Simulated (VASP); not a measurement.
# CuO (P4/nmm) in VASP: vibrations by perturbation theory with PBE

Aim: the vibrations by perturbation theory of CuO with PBE.

Everything below comes from runs of VASP 6.6.1. Logs are shortened: lines on timing, memory, paths and dates and some standing lists are left out, and cuts for length are marked.

## (1) The cell of the first run

It takes space group P4/nmm (No. 129, tetragonal). The conventional cell has a = 3.175 Å, b = 3.175 Å, c = 4.650 Å, α = 90.00°, β = 90.00°, γ = 90.00°. Within 2.7 Å of Cu (site symmetry -4m2) lie 4 O at 2.02 Å and 4 Cu at 2.25 Å. Within 2.7 Å of O (site symmetry 4mm) lie 4 Cu at 2.02 Å.

## (2) Vibrations by perturbation theory, PBE

INCAR

```
SYSTEM = CuO
PREC     = Accurate       ! precision mode
ENCUT    = 520            ! plane-wave cutoff, eV
EDIFF    = 1E-8           ! SCF threshold, eV
ISMEAR   = -1             ! smearing method
SIGMA    = 0.05           ! smearing width, eV
LREAL    = .False.        ! projectors in reciprocal space
LASPH    = .True.         ! aspherical terms in the spheres
NELM     = 60             ! most SCF steps
ALGO     = Normal         ! electronic algorithm
ISIF     = 2              ! what is computed and relaxed
LWAVE    = .False.        ! write WAVECAR
LCHARG   = .False.        ! write CHGCAR
GGA      = PE             ! functional
IBRION   = 8              ! ionic algorithm
NSW      = 1              ! ionic steps
```

KPOINTS

```
regular mesh
0
Gamma
  7 7 5
  0 0 0
```

POSCAR

```
CuO
1.0
    3.1754955000      0.0000000000      0.0000000000
    0.0000000000      3.1754955000      0.0000000000
    0.0000000000      0.0000000000      4.6495318700
Cu O
2 2
Direct
    0.0000000000      0.0000000000      0.0000000000
    0.5000000000      0.5000000000      0.0000000000
    0.5000000000      0.0000000000      0.2670000000
    0.0000000000      0.5000000000      0.7330000000
```

Potentials or basis: VASP PAW PBE potentials, release 64 (Cu, O).

Command:

```bash
> cat potpaw_PBE.64/Cu/POTCAR potpaw_PBE.64/O/POTCAR > POTCAR
> mpirun -np 1 vasp_std > vasp.out
```

OUTCAR:

```text
SYSTEM = CuO
   PREC = Accurate
   ENCUT = 520
   EDIFF = 1E-8
   ISMEAR = -1
   LREAL = .False.
   LASPH = .True.
   NELM = 60
   ISIF = 2
   GGA = PE
   IBRION = 8
   NSW = 1

 ion  position               nearest neighbor table
   1  0.000  0.000  0.000-   3 2.02   4 2.02   4 2.02   3 2.02   2 2.25   2 2.25   2 2.25   2 2.25

   2  0.500  0.500  0.000-   3 2.02   4 2.02   3 2.02   4 2.02   1 2.25   1 2.25   1 2.25   1 2.25

   3  0.500  0.000  0.267-   1 2.02   2 2.02   2 2.02   1 2.02
   4  0.000  0.500  0.733-   1 2.02   2 2.02   1 2.02   2 2.02

  LATTYP: Found a simple tetragonal cell.
 ALAT       =     3.1754955000
 C/A-ratio  =     1.4641909806

  Lattice vectors:

 A1 = (   3.1754955000,   0.0000000000,   0.0000000000)
 A2 = (   0.0000000000,   3.1754955000,   0.0000000000)
 A3 = (   0.0000000000,   0.0000000000,   4.6495318700)

Analysis of symmetry for initial positions (statically):
=====================================================================
 Subroutine PRICEL returns:
 Original cell was already a primitive cell.

 Routine SETGRP: Setting up the symmetry group for a
 simple tetragonal supercell.

 Subroutine GETGRP returns: Found 16 space group operations
 (whereof  8 operations were pure point group operations)
 out of a pool of 16 trial point group operations.

The static configuration has the point symmetry D_2d.
 The point group associated with its full space group is D_4h.

Analysis of symmetry for dynamics (positions and initial velocities):
=====================================================================
 Subroutine PRICEL returns:
 Original cell was already a primitive cell.

 Routine SETGRP: Setting up the symmetry group for a
 simple tetragonal supercell.

 Subroutine GETGRP returns: Found 16 space group operations
 (whereof  8 operations were pure point group operations)
 out of a pool of 16 trial point group operations.

The dynamic configuration has the point symmetry D_2d.
 The point group associated with its full space group is D_4h.

 Subroutine INISYM returns: Found 16 space group operations
 (whereof  8 operations are pure point group operations),
 and found     1 'primitive' translations

----------------------------------------------------------------------------------------

                                     Primitive cell

  volume of cell :      46.8848

  direct lattice vectors                    reciprocal lattice vectors
     3.175495500  0.000000000  0.000000000     0.314911484  0.000000000  0.000000000
     0.000000000  3.175495500  0.000000000     0.000000000  0.314911484  0.000000000
     0.000000000  0.000000000  4.649531870     0.000000000  0.000000000  0.215075416

  length of vectors
     3.175495500  3.175495500  4.649531870     0.314911484  0.314911484  0.215075416

  position of ions in fractional coordinates (direct lattice)
     0.000000000  0.000000000  0.000000000
     0.500000000  0.500000000  0.000000000
     0.500000000  0.000000000  0.267000000
     0.000000000  0.500000000  0.733000000

  ion indices of the primitive-cell ions
   primitive index   ion index
                 1           1
                 2           2
[... 118 lines left out ...]
  ext. energy  EPLUGINS =         0.00000000
  ---------------------------------------------------
  free energy    TOTEN  =       -16.13261869 eV

  energy without entropy =      -16.07570438  energy(sigma->0) =      -16.10416154

 E-fermi :   3.1016     XC(G=0): -10.7386

 val. band max:        3.1004058188   @ k =   0.4286   0.1429   0.4000
 cond. band min:       3.1080182404   @ k =   0.2857   0.1429   0.2000
 fundamental gap:      0.0076124216
 Fermi energy:         3.1015875308

 k-point     1 :       0.0000    0.0000    0.0000
  band No.  band energies     occupation
      1     -15.4148      2.00000
      2     -14.6047      2.00000
      3      -3.2813      2.00000
      4      -2.2985      2.00000
      5      -1.7994      2.00000
      6      -1.7994      2.00000
[... 565 lines left out ...]
     20       8.8562      0.00000
     21      12.1773      0.00000

 [... further k-points ...]
[... 5 lines left out ...]
  --------------------------------------------------------------------------------------
  -------------------------------------------------------------------------------------
  Total        8.8049164      8.8049164     -2.2962289      0.0000000      0.0000000     -0.0000000
  in kB      300.8871132    300.8871132    -78.4681721      0.0000000      0.0000000     -0.0000000
  external PRESSURE =     174.4353514 kB  Pullay stress =       0.0000000 kB

 VOLUME and BASIS-vectors are now :
 -----------------------------------------------------------------------------
  energy-cutoff  :      520.00
  volume of cell :       46.88
      direct lattice vectors                 reciprocal lattice vectors
     3.175495500  0.000000000  0.000000000     0.314911484  0.000000000  0.000000000
     0.000000000  3.175495500  0.000000000     0.000000000  0.314911484  0.000000000
     0.000000000  0.000000000  4.649531870     0.000000000  0.000000000  0.215075416

 POSITION                                       TOTAL-FORCE (eV/Angst)
 -----------------------------------------------------------------------------------
      0.00000      0.00000      0.00000        -0.000000      0.000000      0.000000
      1.58775      1.58775      0.00000         0.000000     -0.000000      0.000000
      1.58775      0.00000      1.24143        -0.000000      0.000000     -0.818198
      0.00000      1.58775      3.40811         0.000000      0.000000      0.818198
 -----------------------------------------------------------------------------------
    total drift:                                0.000000     -0.000000     -0.000000

  FREE ENERGIE OF THE ION-ELECTRON SYSTEM (eV)
  ---------------------------------------------------
  free  energy   TOTEN  =       -16.1326186946 eV

  energy  without entropy=      -16.0757043766  energy(sigma->0) =      -16.10416154

[... ionic steps 2 to 9 ...]

--------------------------------------- Ionic step       10  -------------------------------------------

------------------------ aborting loop because EDIFF is reached ----------------------------------------

[... ionic steps 11 to 11 ...]

--------------------------------------- Ionic step       12  -------------------------------------------

 Free energy of the ion-electron system (eV)
  ---------------------------------------------------
  ---------------------------------------------------
  free energy    TOTEN  =        -0.37236565 eV

  energy without entropy =       -0.37235452

------------------------ aborting loop because EDIFF is reached ----------------------------------------

 INTERNAL STRAIN TENSOR  FOR ION    3  DIRECTION 3   (eV/Angst):
 -----------------------------------------------------------------------------
   -11.43179  0.00000  0.00000
     0.00000-11.43179  0.00000
     0.00000  0.00000-14.79092

 INTERNAL STRAIN TENSOR FOR ION    4 for displacements in x,y,z  (eV/Angst):
          X           Y           Z          XY          YZ          ZX
  --------------------------------------------------------------------------------
  x     0.00000     0.00000     0.00000     0.00000     0.00000     3.61010
  y     0.00000     0.00000     0.00000     0.00000     3.35185     0.00000
  z    11.43179    11.43179    14.79092     0.00000     0.00000     0.00000

 SECOND DERIVATIVES (NOT SYMMETRIZED)
 ------------------------------------
               1X          1Y          1Z          2X          2Y          2Z          3X          3Y          3Z          4X          4Y          4Z
  1X   -14.098951    0.000000    0.000000   10.294520    0.000000    0.000000    2.971051    0.000000    0.000000    0.833380    0.000000    0.000000
  1Y     0.000000  -14.098951    0.000000    0.000000   10.294520    0.000000    0.000000    0.833380    0.000000    0.000000    2.971051    0.000000
  1Z     0.000000    0.000000    1.533094    0.000000    0.000000   -9.291021    0.000000    0.000000    3.878963    0.000000    0.000000    3.878963
  2X    10.294520    0.000000    0.000000  -14.098951    0.000000    0.000000    0.833380    0.000000    0.000000    2.971051    0.000000    0.000000
  2Y     0.000000   10.294520    0.000000    0.000000  -14.098951    0.000000    0.000000    2.971051    0.000000    0.000000    0.833380    0.000000
  2Z     0.000000    0.000000   -9.291021    0.000000    0.000000    1.533094    0.000000    0.000000    3.878963    0.000000    0.000000    3.878963
  3X     2.890880    0.000000    0.000000    0.766390    0.000000    0.000000   -3.484624    0.000000    0.000000   -0.172647    0.000000    0.000000
  3Y     0.000000    0.766390    0.000000    0.000000    2.890880    0.000000    0.000000   -3.484624    0.000000    0.000000   -0.172647    0.000000
  3Z     0.000000    0.000000    3.871662    0.000000    0.000000    3.871662    0.000000    0.000000   -9.649616    0.000000    0.000000    1.906292
  4X     0.766390    0.000000    0.000000    2.890880    0.000000    0.000000   -0.172647    0.000000    0.000000   -3.484624    0.000000    0.000000
  4Y     0.000000    2.890880    0.000000    0.000000    0.766390    0.000000    0.000000   -0.172647    0.000000    0.000000   -3.484624    0.000000
  4Z     0.000000    0.000000    3.871662    0.000000    0.000000    3.871662    0.000000    0.000000    1.906292    0.000000    0.000000   -9.649616

 Eigenvectors and eigenvalues of the dynamical matrix
 ----------------------------------------------------

   1 f  =   13.285955 THz    83.478116 2PiTHz  443.171751 cm-1    54.946270 meV
             X         Y         Z           dx          dy          dz
      0.000000  0.000000  0.000000    -0.000000    0.000000    0.000000
      1.587748  1.587748  0.000000     0.000000    0.000000    0.000000
      1.587748  0.000000  1.241425    -0.000000   -0.000000   -0.707107
      0.000000  1.587748  3.408107    -0.000000   -0.000000    0.707107
[... 71 lines left out ...]
  12 f/i=    6.452126 THz    40.539901 2PiTHz  215.219745 cm-1    26.683835 meV
             X         Y         Z           dx          dy          dz
      0.000000  0.000000  0.000000    -0.000000    0.000000   -0.707107
      1.587748  1.587748  0.000000    -0.000000    0.000000    0.707107
      1.587748  0.000000  1.241425     0.000000    0.000000    0.000000
      0.000000  1.587748  3.408107    -0.000000    0.000000   -0.000000

--------------------------------------------------------------------------------------------------------

 ELASTIC MODULI CONTR FROM IONIC RELAXATION (kBar)
 Direction    XX          YY          ZZ          XY          YZ          ZX
 --------------------------------------------------------------------------------
 XX        -772.9162   -772.9162  -1000.0313      0.0000     -0.0000      0.0000
 YY        -772.9162   -772.9162  -1000.0313      0.0000     -0.0000      0.0000
 ZZ       -1000.0313  -1000.0313  -1293.8824      0.0000     -0.0000      0.0000
 XY           0.0000      0.0000      0.0000      0.0000      0.0000      0.0000
 YZ          -0.0000     -0.0000     -0.0000      0.0000   -232.0231     -0.0000
 ZX           0.0000      0.0000      0.0000      0.0000     -0.0000   -269.6107
 --------------------------------------------------------------------------------
```

It took 3.4 min on 1 thread of AMD EPYC 9R45 (Zen 5), shared host; peak memory 0.29 GiB.

Results:

| Item | Value |
| --- | --- |
| Highest phonon frequency at Γ, LO-TO splitting left out | 443 cm⁻¹ |
| Most unstable mode | 215i cm⁻¹ |

Phonon frequencies in cm⁻¹ (negative: imaginary):
```csv
q point,frequencies
"(0.000, 0.000, 0.000)",-215 -2 -2 0 224 224 280 280 332 332 406 443
```

Caveat: the cell stands under pressure or tension, which shifts response properties; some modes are imaginary.
